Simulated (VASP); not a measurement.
Runs of VASP 6.6.1 on MoS2. The structure is that of space group R3m (No. 160), or close to it. The cells are those of the table. 

| task | cell | gap on the mesh (eV) | pressure (GPa) | largest force (eV/Å) |
| --- | --- | --- | --- | --- |
| electric field gradients | a = 6.515 Å, angles 28.7°, 3 atoms | 0.75 | (d) | - |
| electric field gradients | a = 6.273 Å, angles 29.2°, 3 atoms | 0.46 | (c) | 1.68 |
| electric field gradients | a = 6.390 Å, angles 28.7°, 3 atoms | 0.74 | 4.2 | 1.01 |
| single point | a = 6.347 Å, angles 28.7°, 3 atoms | 0.74 | 7.8 | (b) |
| electric field gradients | a = 6.566 Å, angles 27.9°, 3 atoms | 1.08 | -0.8 | 0.09 |
| single point | a = 6.368 Å, angles 28.7°, 3 atoms | 0.74 | 5.9 | 1.20 |
| electric field gradients | a = 6.379 Å, angles 28.1°, 3 atoms | 0.99 | 11.4 | (a) |
| single point | a = 6.259 Å, angles 28.7°, 3 atoms | 0.73 | 16.1 | 2.27 |
| electric field gradients | a = 6.331 Å, angles 28.9°, 3 atoms | 0.61 | 6.0 | 1.34 |
| single point | a = 6.303 Å, angles 28.7°, 3 atoms | 0.74 | 11.7 | 1.82 |

Alike in all rows: level PBEsol; potentials or basis VASP PAW PBE potentials, release 64 (Mo_sv, S); no spin polarisation; k mesh 13 × 13 × 13; cutoff (eV) 520; smearing fermi-dirac 0.05 eV.

Task: Fill in the values left out.

Result: (a) 1.53; (b) 1.40; (c) 8.0; (d) -4.5.

Caveats: the PAW data sets were made with another functional, which shifts forces and pressure a little.

A k mesh can miss the band edges, and the runs leave out spin-orbit coupling on Mo.
